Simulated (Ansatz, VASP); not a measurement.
C in VASP and in Ansatz

```
C
1.0
     2.66218    0.00000    0.00000
    -1.33109    2.30551    0.00000
     0.00000    0.00000    7.00797
C
4
Cartesian
  0.0000 0.0000 0.0175
  0.0000 0.0000 3.5215
  0.0000 1.5370 0.0175
  1.3311 0.7685 3.5215
```

Change from the starting cell: strain +0.080 along x and y, +0.040 along z, atoms carried along.

Alike in both runs: task single point; functional PBE; dispersion D3(BJ); k mesh 24 × 24 × 8; occupations gaussian, width 0.15 eV; no spin polarisation.

|  | VASP | Ansatz |
| --- | --- | --- |
| version | VASP 6.6.1 | Ansatz 0.2.0 |
| potentials or method | VASP PAW PBE potentials, release 64 (C), cutoff 520 eV | scalar-relativistic, plane waves, PAW |
| valence electrons in the cell | 16 | 16 |

|  | VASP | Ansatz | Ansatz less VASP |
| --- | --- | --- | --- |
| gap on the k mesh at the Fermi level (eV) | none | none | - |
| pressure (GPa) | -44.1 | -44.3 | -0.20 |
| traceless stress, the component that is largest in VASP (GPa) | 43.66 | 43.92 | +0.260 |

A gap of «none» marks a metal or a gap that the smearing closes. Both programs put the cell under strong tension, so it lies far from rest at this level.

Noted on VASP's run: the cell as given lies far from equilibrium.
